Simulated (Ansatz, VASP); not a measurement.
# W: VASP beside Ansatz

The input INCAR:

```
SYSTEM = W
  PREC = Accurate
  ENCUT = 520
  EDIFF = 1E-6
  ISMEAR = -1
  SIGMA = 0.1
  LREAL = .False.
  LASPH = .True.
  NELM = 80
  ALGO = Normal
  ISIF = 2
  LWAVE = .False.
  LCHARG = .False.
  GGA = PE
  NBANDS = 21
```

Contents of KPOINTS:

```
Automatic mesh
0
Gamma
  15 15 7
  0 0 0
```

POSCAR

```
W
1.0
    2.8496368929      0.0000000000      0.0000000000
   -1.4248184465      2.4678579408      0.0000000000
    0.0000000000      0.0000000000      5.0768164191
W
2
Direct
    0.3333333333      0.6666666667      0.2500000000
    0.6666666667      0.3333333333      0.7500000000
```

Input for Ansatz:

```yaml
crystal:
  lattice:
    - [2.8496368929, 0.0, 0.0]
    - [-1.4248184465, 2.4678579408, 0.0]
    - [0.0, 0.0, 5.0768164191]
  atoms:
    - { symbol: W, position: [0.3333333333, 0.6666666667, 0.25] }
    - { symbol: W, position: [0.6666666667, 0.3333333333, 0.75] }
hamiltonian:
  xc: pbe
  pseudopotentials:
    kind: paw
    azcp:
      W: "pseudopotentials/W.paw.azcp"
basis:
  ecutwfc: 420
  fft_grid_basis: typed
kpoints:
  mp_grid: { grid: [15, 15, 7], shift: [0, 0, 0] }
magnetization:
  spin_polarized: false
scf:
  occupations: { method: fermi_dirac, width: 0.1 }
  lower_state_search: "off"
output:
  stress: true
  write_density: true
  write_potential: true
  elf: true
  volumetric_format: npy
```

Alike in both runs: task single point; functional PBE; k mesh 15 × 15 × 7; occupations fermi-dirac, width 0.1 eV; no spin polarisation.

```csv
,VASP,Ansatz
version,VASP 6.6.1,Ansatz 0.2.0
potentials or method,"VASP PAW PBE potentials, release 64 (W_sv), cutoff 520 eV","plane waves (420 eV) with PAW, scalar-relativistic"
valence electrons in the cell,28,28
```

Ansatz gave:

| Item | Value |
| --- | --- |
| pressure (GPa) | -18.4 |
| traceless stress, the component that is largest in VASP (GPa) | 2.27 |

Q: What did VASP give for the same quantities?

A: Pressure (GPa): -18.2; traceless stress, the component that is largest in VASP (GPa): 2.19.

Spin-orbit coupling is off throughout.
